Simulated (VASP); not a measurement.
# KCl (rocksalt type) (Fm-3m) in VASP: further runs

KCl (rocksalt type) is run at these levels: PBE; tasks: single point.

Program: VASP 6.6.1. These are calculated values, not measurements. Logs are shortened: lines on timing, memory, paths and dates and some standing lists are left out, and cuts for length are marked.

**1. The cell of the first run**

Symmetry: Fm-3m, No. 225, cubic system. The conventional cell has a = 6.336 Å, b = 6.336 Å, c = 6.336 Å, α = 90.00°, β = 90.00°, γ = 90.00°. Within 4.2 Å of K (site symmetry m-3m) lie 6 Cl at 3.17 Å. Cl (site symmetry m-3m) has 6 K at 3.17 Å within 4.2 Å.

**2. Single point, PBE (volume scaled by 0.98)**

The input, INCAR:

```
SYSTEM = KCl
PREC = Accurate ; ENCUT = 520
EDIFF = 1E-7 ; ISMEAR = -1
SIGMA = 0.05 ; LREAL = .False.
LASPH = .True. ; NELM = 80
ALGO = Normal ; ISIF = 2
LWAVE = .False. ; LCHARG = .False.
GGA = PE ; NBANDS = 15
```

The input, KPOINTS:

```
Automatic mesh
0
Gamma
  13 13 13
  0 0 0
```

The input, POSCAR:

```
KCl
1.0
    0.0000000000      3.1680507320      3.1680507320
    3.1680507320      0.0000000000      3.1680507320
    3.1680507320      3.1680507320      0.0000000000
K Cl
1 1
Direct
    0.0000000000      0.0000000000      0.0000000000
    0.5000000000      0.5000000000      0.5000000000
```

Potentials or basis: VASP PAW PBE potentials, release 64 (K_sv, Cl).

Launch:

```console
$ cat potpaw_PBE.64/K_sv/POTCAR potpaw_PBE.64/Cl/POTCAR > POTCAR
$ mpirun -np 1 vasp_std > vasp.out
```

OUTCAR:

```text
SYSTEM = KCl
   PREC = Accurate
   ENCUT = 520
   EDIFF = 1E-7
   ISMEAR = -1
   LREAL = .False.
   LASPH = .True.
   NELM = 80
   ISIF = 2
   GGA = PE

 ion  position               nearest neighbor table
   1  0.000  0.000  0.000-   2 3.17   2 3.17   2 3.17   2 3.17   2 3.17   2 3.17
   2  0.500  0.500  0.500-   1 3.17   1 3.17   1 3.17   1 3.17   1 3.17   1 3.17

  LATTYP: Found a face centered cubic cell.
 ALAT       =     6.3361014640

  Lattice vectors:

 A1 = (   0.0000000000,   3.1680507320,   3.1680507320)
 A2 = (   3.1680507320,   0.0000000000,   3.1680507320)
 A3 = (   3.1680507320,   3.1680507320,   0.0000000000)

Analysis of symmetry for initial positions (statically):
=====================================================================
 Subroutine PRICEL returns:
 Original cell was already a primitive cell.

 Routine SETGRP: Setting up the symmetry group for a
 face centered cubic supercell.

 Subroutine GETGRP returns: Found 48 space group operations
 (whereof 48 operations were pure point group operations)
 out of a pool of 48 trial point group operations.

The static configuration has the point symmetry O_h .

Analysis of symmetry for dynamics (positions and initial velocities):
=====================================================================
 Subroutine PRICEL returns:
 Original cell was already a primitive cell.

 Routine SETGRP: Setting up the symmetry group for a
 face centered cubic supercell.

 Subroutine GETGRP returns: Found 48 space group operations
 (whereof 48 operations were pure point group operations)
 out of a pool of 48 trial point group operations.

The dynamic configuration has the point symmetry O_h .

 Subroutine INISYM returns: Found 48 space group operations
 (whereof 48 operations are pure point group operations),
 and found     1 'primitive' translations

----------------------------------------------------------------------------------------

                                     Primitive cell

  volume of cell :      63.5926

  direct lattice vectors                    reciprocal lattice vectors
     0.000000000  3.168050732  3.168050732    -0.157825755  0.157825755  0.157825755
     3.168050732  0.000000000  3.168050732     0.157825755 -0.157825755  0.157825755
     3.168050732  3.168050732  0.000000000     0.157825755  0.157825755 -0.157825755

  length of vectors
     4.480300311  4.480300311  4.480300311     0.273362227  0.273362227  0.273362227

  position of ions in fractional coordinates (direct lattice)
     0.000000000  0.000000000  0.000000000
     0.500000000  0.500000000  0.500000000

  ion indices of the primitive-cell ions
   primitive index   ion index
                 1           1
                 2           2

----------------------------------------------------------------------------------------

 KPOINTS: Automatic mesh

Automatic generation of k-mesh.
 Grid dimensions read from file:
 generate k-points for:   13   13   13

 Generating k-lattice:

  Cartesian coordinates                     Fractional coordinates (reciprocal lattice)
    -0.012140443  0.012140443  0.012140443     0.076923077  0.000000000  0.000000000
     0.012140443 -0.012140443  0.012140443     0.000000000  0.076923077  0.000000000
     0.012140443  0.012140443 -0.012140443     0.000000000  0.000000000  0.076923077

  Length of vectors
     0.021027864  0.021027864  0.021027864

  Shift w.r.t. Gamma in fractional coordinates (k-lattice)
     0.000000000  0.000000000  0.000000000

 Subroutine IBZKPT returns following result:
 ===========================================

 Found     84 irreducible k-points:

 Following reciprocal coordinates:
            Coordinates               Weight
  0.000000  0.000000  0.000000      1.000000
  0.076923  0.000000  0.000000      8.000000
  0.153846  0.000000  0.000000      8.000000
  0.230769  0.000000  0.000000      8.000000
  0.307692  0.000000  0.000000      8.000000
  0.384615  0.000000  0.000000      8.000000
[... 16 lines left out ...]
  0.384615  0.153846  0.000000     24.000000
  0.461538  0.153846  0.000000     24.000000
 [... further k-points ...]
   k-points           NKPTS =     84   k-points in BZ     NKDIM =     84   number of bands    NBANDS=     15
   number of dos      NEDOS =    301   number of ions     NIONS =      2
   total plane-waves  NPLWV =  46656
   dimension x,y,z NGX =    36 NGY =   36 NGZ =   36
   dimension x,y,z NGXF=    72 NGYF=   72 NGZF=   72
   ions per type =               1   1
   NGX,Y,Z   is equivalent  to a cutoff of  13.36, 13.36, 13.36 a.u.
   NGXF,Y,Z  is equivalent  to a cutoff of  26.72, 26.72, 26.72 a.u.
 SYSTEM =  KCl
   PREC   = accura    normal or accurate (medium, high low for compatibility)
   ISTART =      0    job   : 0-new  1-cont  2-samecut
   ICHARG =      2    charge: 1-file 2-atom 10-const
   ISPIN  =      1    spin polarized calculation?
   LNONCOLLINEAR =      F non collinear calculations
   LSORBIT =      F    spin-orbit coupling
   LASPH  =      T    aspherical Exc in radial PAW
   ENCUT  =  520.0 eV  38.22 Ry    6.18 a.u.   8.33  8.33  8.33*2*pi/ulx,y,z
   NELM   =     80;   NELMIN=  2; NELMDL= -5     # of ELM steps
   EDIFF  = 0.1E-06   stopping-criterion for ELM
   LREAL  =      F    real-space projection
   EDIFFG = 0.1E-05   stopping-criterion for IOM
   NSW    =      0    number of steps for IOM
   IBRION =     -1    ionic relax: 0-MD 1-quasi-New 2-CG
   NFREE  =      0    steps in history (QN), initial steepest desc. (CG)
   ISIF   =      2    stress and relaxation
   ISYM   =      2    0-nonsym 1-usesym 2-fastsym
   POTIM  = 0.5000    time-step for ionic-motion
   TEBEG  =    0.0;   TEEND  =   0.0 temperature during run
   PSTRESS=    0.0 pullay stress
   NELECT =      16.0000    total number of electrons
   NUPDOWN=      -1.0000    fix difference up-down
   EMIN   =  10.00;   EMAX   =-10.00  energy-range for DOS
   EFERMI =   0.00;   METHOD = LEGACY
   ISMEAR =    -1;   SIGMA  =   0.05  broadening in eV -4-tet -1-fermi 0-gaus
   EFERMI_NEDOS =   21; number of points for ismear=-14 and -15
   IALGO  =     38    algorithm
   IMIX   =      4    mixing-type and parameters
     AMIX     =   0.40;   BMIX     =  1.00
     AMIX_MAG =   1.60;   BMIX_MAG =  1.00
  volume/ion in A,a.u.               =      31.80       214.57
  Fermi-wavevector in a.u.,A,eV,Ry     =   1.033505  1.953042 14.532834  1.068133
  Thomas-Fermi vector in A             =   2.167755
   LORBIT       =      0    0 simple, 1 ext, 2 COOP (PROOUT), +10 PAW based schemes
   GGA     = PE    functional components
   LHFCALC =     F    Hartree Fock is set to
   AEXX    =    0.0000 exact exchange contribution
   IVDW    =     0    specifies the selected vdW correction
   LEPSILON=     F    determine dielectric tensor
   LRPA    =     F    only Hartree local field effects (RPA)
 non-spin polarized calculation
  energy-cutoff  :      520.00
  volume of cell :       63.59
 maximum number of plane-waves:      1735
 NGX is ok and might be reduce to    36
   NGX = 17   NGY = 17   NGZ = 17

 number of electron      15.9999999 magnetization

 Free energy of the ion-electron system (eV)
  ---------------------------------------------------
  ext. energy  EPLUGINS =         0.00000000
  ---------------------------------------------------
  free energy    TOTEN  =        -6.80891045 eV

  energy without entropy =       -6.80891045  energy(sigma->0) =       -6.80891045

 E-fermi :  -0.7768     XC(G=0):  -7.4556

 val. band max:       -1.9223153163   @ k =   0.0000   0.0000   0.0000
 cond. band min:       3.1945961140   @ k =   0.0000   0.0000   0.0000
 fundamental gap:      5.1169114303
 Fermi energy:        -0.7768427807

 k-point     1 :       0.0000    0.0000    0.0000
  band No.  band energies     occupation
      1     -29.1709      2.00000
      2     -14.0174      2.00000
      3     -12.6312      2.00000
      4     -12.6312      2.00000
      5     -12.6312      2.00000
      6      -1.9223      2.00000
      7      -1.9223      2.00000
      8      -1.9223      2.00000
      9       3.1946      0.00000
     10       6.4460      0.00000
     11       6.4460      0.00000
     12       6.4460      0.00000
     13       7.3113      0.00000
     14       7.3113      0.00000
     15      10.9865      0.00000

 k-point     2 :       0.0769    0.0000    0.0000
  band No.  band energies     occupation
      1     -29.1703      2.00000
      2     -14.0291      2.00000
      3     -12.6317      2.00000
      4     -12.6317      2.00000
      5     -12.6167      2.00000
      6      -1.9963      2.00000
      7      -1.9412      2.00000
      8      -1.9412      2.00000
      9       3.3391      0.00000
     10       6.3932      0.00000
     11       6.5192      0.00000
     12       6.5192      0.00000
     13       7.3900      0.00000
     14       7.3900      0.00000
     15      11.2163      0.00000

 k-point     3 :       0.1538    0.0000    0.0000
  band No.  band energies     occupation
      1     -29.1688      2.00000
      2     -14.0603      2.00000
      3     -12.6332      2.00000
      4     -12.6332      2.00000
      5     -12.5774      2.00000
      6      -2.1870      2.00000
      7      -1.9927      2.00000
      8      -1.9927      2.00000
      9       3.7339      0.00000
     10       6.2869      0.00000
     11       6.7342      0.00000
     12       6.7342      0.00000
     13       7.6192      0.00000
     14       7.6192      0.00000
     15      11.7770      0.00000

 k-point     4 :       0.2308    0.0000    0.0000
  band No.  band energies     occupation
      1     -29.1667      2.00000
      2     -14.1019      2.00000
      3     -12.6352      2.00000
      4     -12.6352      2.00000
      5     -12.5244      2.00000
      6      -2.4285      2.00000
      7      -2.0632      2.00000
      8      -2.0632      2.00000
      9       4.2855      0.00000
     10       6.2213      0.00000
     11       7.0780      0.00000
     12       7.0780      0.00000
     13       7.9773      0.00000
     14       7.9773      0.00000
     15      11.7394      0.00000
[... 307 lines left out ...]
 k-point    22 :       0.3077    0.1538    0.0000
  band No.  band energies     occupation
      1     -29.1646      2.00000
      2     -14.0965      2.00000
      3     -12.6504      2.00000
      4     -12.6475      2.00000
      5     -12.5210      2.00000
      6      -2.5608      2.00000
      7      -2.1149      2.00000
      8      -2.0775      2.00000
      9       4.7429      0.00000
     10       5.6833      0.00000
     11       7.6604      0.00000
     12       7.7982      0.00000
     13       7.9443      0.00000
     14       8.5154      0.00000
     15      10.9348      0.00000

 k-point    23 :       0.3846    0.1538    0.0000
  band No.  band energies     occupation
      1     -29.1626      2.00000
      2     -14.1195      2.00000
      3     -12.6517      2.00000
      4     -12.6516      2.00000
      5     -12.4935      2.00000
      6      -2.6900      2.00000
      7      -2.2000      2.00000
      8      -2.1395      2.00000
      9       5.2533      0.00000
     10       5.8456      0.00000
     11       7.9918      0.00000
     12       8.2925      0.00000
     13       8.3267      0.00000
     14       8.7156      0.00000
     15      10.2299      0.00000

 k-point    24 :       0.4615    0.1538    0.0000
  band No.  band energies     occupation
      1     -29.1612      2.00000
      2     -14.1383      2.00000
      3     -12.6578      2.00000
      4     -12.6507      2.00000
      5     -12.4690      2.00000
      6      -2.7837      2.00000
      7      -2.2603      2.00000
      8      -2.1924      2.00000
      9       5.5857      0.00000
     10       6.2073      0.00000
     11       8.2332      0.00000
     12       8.6355      0.00000
     13       8.6984      0.00000
     14       8.8643      0.00000
     15       9.8849      0.00000

 [... further k-points ...]
[... 5 lines left out ...]
  --------------------------------------------------------------------------------------
  -------------------------------------------------------------------------------------
  Total        0.1531584      0.1531584      0.1531584      0.0000000     -0.0000000      0.0000000
  in kB        3.8587362      3.8587362      3.8587362      0.0000000     -0.0000000      0.0000000
  external PRESSURE =       3.8587362 kB  Pullay stress =       0.0000000 kB

 VOLUME and BASIS-vectors are now :
 -----------------------------------------------------------------------------
  energy-cutoff  :      520.00
  volume of cell :       63.59
      direct lattice vectors                 reciprocal lattice vectors
     0.000000000  3.168050732  3.168050732    -0.157825755  0.157825755  0.157825755
     3.168050732  0.000000000  3.168050732     0.157825755 -0.157825755  0.157825755
     3.168050732  3.168050732  0.000000000     0.157825755  0.157825755 -0.157825755

 POSITION                                       TOTAL-FORCE (eV/Angst)
 -----------------------------------------------------------------------------------
      0.00000      0.00000      0.00000         0.000000     -0.000000      0.000000
      3.16805      3.16805      3.16805        -0.000000      0.000000     -0.000000
 -----------------------------------------------------------------------------------
    total drift:                                0.000000      0.000000      0.000000

  FREE ENERGIE OF THE ION-ELECTRON SYSTEM (eV)
  ---------------------------------------------------
  free  energy   TOTEN  =        -6.8089104547 eV

  energy  without entropy=       -6.8089104547  energy(sigma->0) =       -6.80891045
```

Run time: 64 s. Hardware: 1 thread of AMD EPYC 9R14 (Zen 4), shared host; peak memory 0.21 GiB.

What came out:

```
Free energy            : -6.8089 eV
Pressure               : 0.4 GPa
Band gap on the k mesh : 5.12 eV, direct
```

 A k mesh can miss the band edges.

(Part 1 of 2 ends here.)
